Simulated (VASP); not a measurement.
# WS2 (P6_3/mmc) in VASP: further runs

Runs on WS2. Level: PBE. Tasks: single point.

Program: VASP 6.6.1. These are calculated values, not measurements. Logs are shortened: lines on timing, memory, paths and dates and some standing lists are left out, and cuts for length are marked.

### 1 The cell of the first run

Symmetry: P6_3/mmc, No. 194, hexagonal system. The conventional cell has a = 2.893 Å, b = 2.893 Å, c = 10.498 Å, α = 90.00°, β = 90.00°, γ = 120.00°. W (site symmetry -6m2) has 6 S at 2.31 Å and 6 W at 2.89 Å within 3.1 Å. Within 3.3 Å of S (site symmetry 3m) lie 3 W at 2.31 Å and 10 S at 2.64 to 3.20 Å.

### 2 Single point, PBE

Input file INCAR:

```
SYSTEM = WS2
  PREC = Accurate
  ENCUT = 520
  EDIFF = 1E-6
  ISMEAR = 0
  SIGMA = 0.1
  LREAL = .False.
  LASPH = .True.
  NELM = 60
  ALGO = Normal
  ISIF = 2
  LWAVE = .False.
  LCHARG = .True.
  GGA = PE
  LELF = .True.
  LVHAR = .True.
  NBANDS = 35
```

Input file KPOINTS:

```
Automatic mesh
0
Gamma
  12 12 4
  0 0 0
```

Input file POSCAR:

```
WS2
1.0
    2.8926039554      0.0000000000      0.0000000000
   -1.4463019777      2.5050685084      0.0000000000
    0.0000000000      0.0000000000     10.4981459813
W S
2 4
Direct
    0.3333333333      0.6666666667      0.2500000000
    0.6666666667      0.3333333333      0.7500000000
    0.3333333333      0.6666666667      0.5975476327
    0.6666666667      0.3333333333      0.0975476327
    0.3333333333      0.6666666667      0.9024523673
    0.6666666667      0.3333333333      0.4024523673
```

Potentials or basis: VASP PAW PBE potentials, release 64 (W_sv, S).

Launch:

```console
$ cat potpaw_PBE.64/W_sv/POTCAR potpaw_PBE.64/S/POTCAR > POTCAR
$ mpirun -np 1 vasp_std > vasp.out
```

OUTCAR:

```text
SYSTEM = WS2
   PREC = Accurate
   ENCUT = 520
   EDIFF = 1E-6
   ISMEAR = 0
   LREAL = .False.
   LASPH = .True.
   NELM = 60
   ISIF = 2
   GGA = PE

 ion  position               nearest neighbor table
   1  0.333  0.667  0.250-   4 2.31   6 2.31   4 2.31   6 2.31   4 2.31   6 2.31
   2  0.667  0.333  0.750-   3 2.31   5 2.31   3 2.31   5 2.31   3 2.31   5 2.31
   3  0.333  0.667  0.598-   2 2.31   2 2.31   2 2.31   6 2.64   6 2.64   6 2.64
   4  0.667  0.333  0.098-   1 2.31   1 2.31   1 2.31   5 2.64   5 2.64   5 2.64
   5  0.333  0.667  0.902-   2 2.31   2 2.31   2 2.31   4 2.64   4 2.64   4 2.64
   6  0.667  0.333  0.402-   1 2.31   1 2.31   1 2.31   3 2.64   3 2.64   3 2.64

  LATTYP: Found a hexagonal cell.
 ALAT       =     2.8926039554
 C/A-ratio  =     3.6293063769

  Lattice vectors:

 A1 = (   2.8926039554,   0.0000000000,   0.0000000000)
 A2 = (  -1.4463019777,   2.5050685084,   0.0000000000)
 A3 = (   0.0000000000,   0.0000000000,  10.4981459813)

Analysis of symmetry for initial positions (statically):
=====================================================================
 Subroutine PRICEL returns:
 Original cell was already a primitive cell.

 Routine SETGRP: Setting up the symmetry group for a
 hexagonal supercell.

 Subroutine GETGRP returns: Found 24 space group operations
 (whereof 12 operations were pure point group operations)
 out of a pool of 24 trial point group operations.

The static configuration has the point symmetry D_3d.
 The point group associated with its full space group is D_6h.

Analysis of symmetry for dynamics (positions and initial velocities):
=====================================================================
 Subroutine PRICEL returns:
 Original cell was already a primitive cell.

 Routine SETGRP: Setting up the symmetry group for a
 hexagonal supercell.

 Subroutine GETGRP returns: Found 24 space group operations
 (whereof 12 operations were pure point group operations)
 out of a pool of 24 trial point group operations.

The dynamic configuration has the point symmetry D_3d.
 The point group associated with its full space group is D_6h.

 Subroutine INISYM returns: Found 24 space group operations
 (whereof 12 operations are pure point group operations),
 and found     1 'primitive' translations

----------------------------------------------------------------------------------------

                                     Primitive cell

  volume of cell :      76.0714

  direct lattice vectors                    reciprocal lattice vectors
     2.892603955  0.000000000  0.000000000     0.345709269  0.199595340  0.000000000
    -1.446301978  2.505068508  0.000000000     0.000000000  0.399190679  0.000000000
     0.000000000  0.000000000 10.498145981     0.000000000  0.000000000  0.095254915

  length of vectors
     2.892603955  2.892603955 10.498145981     0.399190679  0.399190679  0.095254915

  position of ions in fractional coordinates (direct lattice)
     0.333333333  0.666666667  0.250000000
     0.666666667  0.333333333  0.750000000
     0.333333333  0.666666667  0.597547633
     0.666666667  0.333333333  0.097547633
     0.333333333  0.666666667  0.902452367
     0.666666667  0.333333333  0.402452367

  ion indices of the primitive-cell ions
   primitive index   ion index
                 1           1
                 2           2
                 3           3
                 4           4
                 5           5
                 6           6

----------------------------------------------------------------------------------------

 KPOINTS: Automatic mesh

Automatic generation of k-mesh.
 Grid dimensions read from file:
 generate k-points for:   12   12    4

 Generating k-lattice:

  Cartesian coordinates                     Fractional coordinates (reciprocal lattice)
     0.028809106  0.016632945  0.000000000     0.083333333 -0.000000000  0.000000000
     0.000000000  0.033265890  0.000000000     0.000000000  0.083333333  0.000000000
     0.000000000  0.000000000  0.023813729     0.000000000  0.000000000  0.250000000

  Length of vectors
     0.033265890  0.033265890  0.023813729

  Shift w.r.t. Gamma in fractional coordinates (k-lattice)
     0.000000000  0.000000000  0.000000000

 Subroutine IBZKPT returns following result:
 ===========================================

 Found     57 irreducible k-points:

 Following reciprocal coordinates:
            Coordinates               Weight
  0.000000  0.000000  0.000000      1.000000
  0.083333  0.000000  0.000000      6.000000
  0.166667  0.000000  0.000000      6.000000
  0.250000  0.000000  0.000000      6.000000
  0.333333  0.000000  0.000000      6.000000
  0.416667  0.000000  0.000000      6.000000
[... 16 lines left out ...]
  0.250000  0.000000  0.250000     12.000000
  0.333333  0.000000  0.250000     12.000000
 [... further k-points ...]
   k-points           NKPTS =     57   k-points in BZ     NKDIM =     57   number of bands    NBANDS=     35
   number of dos      NEDOS =    301   number of ions     NIONS =      6
   total plane-waves  NPLWV =  46080
   dimension x,y,z NGX =    24 NGY =   24 NGZ =   80
   dimension x,y,z NGXF=    48 NGYF=   48 NGZF=  160
   ions per type =               2   4
   NGX,Y,Z   is equivalent  to a cutoff of  13.79, 13.79, 12.67 a.u.
   NGXF,Y,Z  is equivalent  to a cutoff of  27.59, 27.59, 25.34 a.u.
 SYSTEM =  WS2
   PREC   = accura    normal or accurate (medium, high low for compatibility)
   ISTART =      0    job   : 0-new  1-cont  2-samecut
   ICHARG =      2    charge: 1-file 2-atom 10-const
   ISPIN  =      1    spin polarized calculation?
   LNONCOLLINEAR =      F non collinear calculations
   LSORBIT =      F    spin-orbit coupling
   LASPH  =      T    aspherical Exc in radial PAW
   ENCUT  =  520.0 eV  38.22 Ry    6.18 a.u.   5.38  5.38 19.52*2*pi/ulx,y,z
   NELM   =     60;   NELMIN=  2; NELMDL= -5     # of ELM steps
   EDIFF  = 0.1E-05   stopping-criterion for ELM
   LREAL  =      F    real-space projection
   EDIFFG = 0.1E-04   stopping-criterion for IOM
   NSW    =      0    number of steps for IOM
   IBRION =     -1    ionic relax: 0-MD 1-quasi-New 2-CG
   NFREE  =      0    steps in history (QN), initial steepest desc. (CG)
   ISIF   =      2    stress and relaxation
   ISYM   =      2    0-nonsym 1-usesym 2-fastsym
   POTIM  = 0.5000    time-step for ionic-motion
   TEBEG  =    0.0;   TEEND  =   0.0 temperature during run
   PSTRESS=    0.0 pullay stress
   NELECT =      52.0000    total number of electrons
   NUPDOWN=      -1.0000    fix difference up-down
   EMIN   =  10.00;   EMAX   =-10.00  energy-range for DOS
   EFERMI =   0.00;   METHOD = LEGACY
   ISMEAR =     0;   SIGMA  =   0.10  broadening in eV -4-tet -1-fermi 0-gaus
   EFERMI_NEDOS =   21; number of points for ismear=-14 and -15
   IALGO  =     38    algorithm
   IMIX   =      4    mixing-type and parameters
     AMIX     =   0.40;   BMIX     =  1.00
     AMIX_MAG =   1.60;   BMIX_MAG =  1.00
  volume/ion in A,a.u.               =      12.68        85.56
  Fermi-wavevector in a.u.,A,eV,Ry     =   1.442123  2.725217 28.296280  2.079718
  Thomas-Fermi vector in A             =   2.560678
   LORBIT       =      0    0 simple, 1 ext, 2 COOP (PROOUT), +10 PAW based schemes
   GGA     = PE    functional components
   LHFCALC =     F    Hartree Fock is set to
   AEXX    =    0.0000 exact exchange contribution
   IVDW    =     0    specifies the selected vdW correction
   LEPSILON=     F    determine dielectric tensor
   LRPA    =     F    only Hartree local field effects (RPA)
 non-spin polarized calculation
 Gauss-broadening in eV      SIGMA  =   0.10
  energy-cutoff  :      520.00
  volume of cell :       76.07
 maximum number of plane-waves:      2103
 NGX is ok and might be reduce to    24
   NGX = 11   NGY = 11   NGZ = 39

 number of electron      51.9999994 magnetization

 Free energy of the ion-electron system (eV)
  ---------------------------------------------------
  ext. energy  EPLUGINS =         0.00000000
  ---------------------------------------------------
  free energy    TOTEN  =       -42.87808333 eV

  energy without entropy =      -42.87680235  energy(sigma->0) =      -42.87744284

 E-fermi :  12.7031     XC(G=0): -13.0060

 val. band max:       12.6510309594   @ k =   0.1667   0.1667   0.0000
 cond. band min:      12.7814190455   @ k =   0.3333   0.2500   0.0000
 fundamental gap:      0.1303880861
 Fermi energy:        12.7030654542

 k-point     1 :       0.0000    0.0000    0.0000
  band No.  band energies     occupation
      1     -61.7811      2.00000
      2     -61.7810      2.00000
      3     -26.3374      2.00000
      4     -26.3355      2.00000
      5     -25.7599      2.00000
      6     -25.7599      2.00000
[... 27 lines left out ...]
     34      15.8712      0.00000
     35      18.6100      0.00000

 k-point     2 :       0.0833    0.0000    0.0000
  band No.  band energies     occupation
      1     -61.7767      2.00000
      2     -61.7767      2.00000
      3     -26.3254      2.00000
      4     -26.3235      2.00000
      5     -25.8229      2.00000
      6     -25.8229      2.00000
[... 27 lines left out ...]
     34      15.8035      0.00000
     35      19.2952      0.00000

 k-point     3 :       0.1667    0.0000    0.0000
  band No.  band energies     occupation
      1     -61.7649      2.00000
      2     -61.7649      2.00000
      3     -26.2923      2.00000
      4     -26.2907      2.00000
      5     -25.9920      2.00000
      6     -25.9919      2.00000
[... 27 lines left out ...]
     34      16.5046      0.00000
     35      19.6407      0.00000
[... 723 lines left out ...]
 k-point    23 :       0.2500    0.0000    0.2500
  band No.  band energies     occupation
      1     -61.7487      2.00000
      2     -61.7487      2.00000
      3     -26.2467      2.00000
      4     -26.2458      2.00000
      5     -26.2164      2.00000
      6     -26.2164      2.00000
[... 27 lines left out ...]
     34      17.2182      0.00000
     35      18.7508      0.00000

 k-point    24 :       0.3333    0.0000    0.2500
  band No.  band energies     occupation
      1     -61.7325      2.00000
      2     -61.7325      2.00000
      3     -26.4339      2.00000
      4     -26.4339      2.00000
      5     -26.2008      2.00000
      6     -26.2002      2.00000
[... 27 lines left out ...]
     34      17.6845      0.00000
     35      18.0189      0.00000

 [... further k-points ...]

------------------------ aborting loop because EDIFF is reached ----------------------------------------

  FORCE on cell =-STRESS in cart. coord.  units (eV):
  Direction    XX          YY          ZZ          XY          YZ          ZX
  --------------------------------------------------------------------------------------
  -------------------------------------------------------------------------------------
  Total       28.5524304     28.5524304     28.5602755      0.0000000     -0.0000000      0.0000000
  in kB      601.3571416    601.3571416    601.5223715      0.0000000     -0.0000000      0.0000000
  external PRESSURE =     601.4122182 kB  Pullay stress =       0.0000000 kB

 VOLUME and BASIS-vectors are now :
 -----------------------------------------------------------------------------
  energy-cutoff  :      520.00
  volume of cell :       76.07
      direct lattice vectors                 reciprocal lattice vectors
     2.892603955  0.000000000  0.000000000     0.345709269  0.199595340  0.000000000
    -1.446301978  2.505068508  0.000000000     0.000000000  0.399190679  0.000000000
     0.000000000  0.000000000 10.498145981     0.000000000  0.000000000  0.095254915

 POSITION                                       TOTAL-FORCE (eV/Angst)
 -----------------------------------------------------------------------------------
     -0.00000      1.67005      2.62454         0.000000      0.000000      0.000000
      1.44630      0.83502      7.87361        -0.000000     -0.000000      0.000000
     -0.00000      1.67005      6.27314         0.000000      0.000000      0.009199
      1.44630      0.83502      1.02407         0.000000     -0.000000      0.009199
     -0.00000      1.67005      9.47408        -0.000000      0.000000     -0.009199
      1.44630      0.83502      4.22500        -0.000000     -0.000000     -0.009199
 -----------------------------------------------------------------------------------
    total drift:                               -0.000000      0.000000     -0.000000

  FREE ENERGIE OF THE ION-ELECTRON SYSTEM (eV)
  ---------------------------------------------------
  free  energy   TOTEN  =       -42.8780833285 eV

  energy  without entropy=      -42.8768023522  energy(sigma->0) =      -42.87744284
```

Wall time 56 s (1 thread of Intel Xeon 6975P-C (Granite Rapids), shared host); peak memory 0.27 GiB.

What came out:

```
Free energy            : -42.8781 eV
Pressure               : 60.1 GPa
Largest force          : 0.009 eV/Å
Band gap on the k mesh : zero (bands 26 and 27 overlap by 0.83 eV)
```

Forces in eV/Å, atoms in the order of the input:
```
W    0.000  0.000  0.000
W    0.000  0.000  0.000
S    0.000  0.000  0.009
S    0.000  0.000  0.009
S    0.000  0.000 -0.009
S    0.000  0.000 -0.009
```

Caveat: the cell stands under pressure; spin-orbit coupling is left out, which moves the levels of the heavy elements.

### 3 Single point, PBE

This run uses another cell than the first one, of 17.89 Å³/atom.

Input file INCAR:

```
  ALGO = Normal
  EDIFF = 1E-7
  ENCUT = 520
  GGA = PE
  ISIF = 2
  ISMEAR = 0
  LASPH = True
  LCHARG = False
  LREAL = False
  LWAVE = False
  NBANDS = 35
  NELM = 80
  PREC = Accurate
  SIGMA = 0.02
```

Input file KPOINTS:

```
k-points
0
Gamma
  12 12 2
```

Input file POSCAR:

```
WS2
1.0
    3.1626754924      0.0000000000      0.0000000000
   -1.5813377462      2.7389573204      0.0000000000
    0.0000000000      0.0000000000     12.3906821740
W S
2 4
Direct
    0.3333333333      0.6666666667      0.2500000000
    0.6666666667      0.3333333333      0.7500000000
    0.3333333333      0.6666666667      0.6229709749
    0.6666666667      0.3333333333      0.1229709749
    0.3333333333      0.6666666667      0.8770290251
    0.6666666667      0.3333333333      0.3770290251
```

Potentials or basis: VASP PAW PBE potentials, release 64 (W_sv, S).

Launch:

```console
$ cat potpaw_PBE.64/W_sv/POTCAR potpaw_PBE.64/S/POTCAR > POTCAR
$ mpirun -np 1 vasp_std > vasp.out
```

Wall time 52 s (1 thread of Intel Xeon 6975P-C (Granite Rapids), shared host); peak memory 0.28 GiB.

The run converged. Its results:

```
Free energy            : -47.2510 eV
Pressure               : 2.9 GPa
Band gap on the k mesh : 1.02 eV (least direct gap 1.82 eV)
```

Forces in eV/Å, atoms in the order of the input:
```
W    0.000  0.000  0.000
W    0.000  0.000  0.000
S    0.000  0.000 -0.002
S    0.000  0.000 -0.002
S    0.000  0.000  0.002
S    0.000  0.000  0.002
```

Levels at points of the mesh, in eV from the valence-band top:
```
           k point  band 23  band 24  band 25  band 26  band 27  band 28  band 29  band 30
(0.00, 0.00, 0.00)    -2.15    -1.52    -1.17     0.00     2.32     2.32     2.33     2.33
(0.50, 0.00, 0.00)    -1.94    -1.75    -1.67    -1.49     2.32     2.37     2.61     2.90
(0.00, 0.00, 0.50)    -2.18    -2.18    -0.31    -0.31     2.31     2.31     2.31     2.31
(0.50, 0.00, 0.50)    -1.84    -1.84    -1.57    -1.57     2.34     2.34     2.78     2.78
```

Caveat: spin-orbit coupling is left out, which moves the levels of the heavy elements; this functional lacks dispersion, which binds the layers, so the pressure and a relaxed spacing across them are unreliable. A k mesh can miss the band edges.
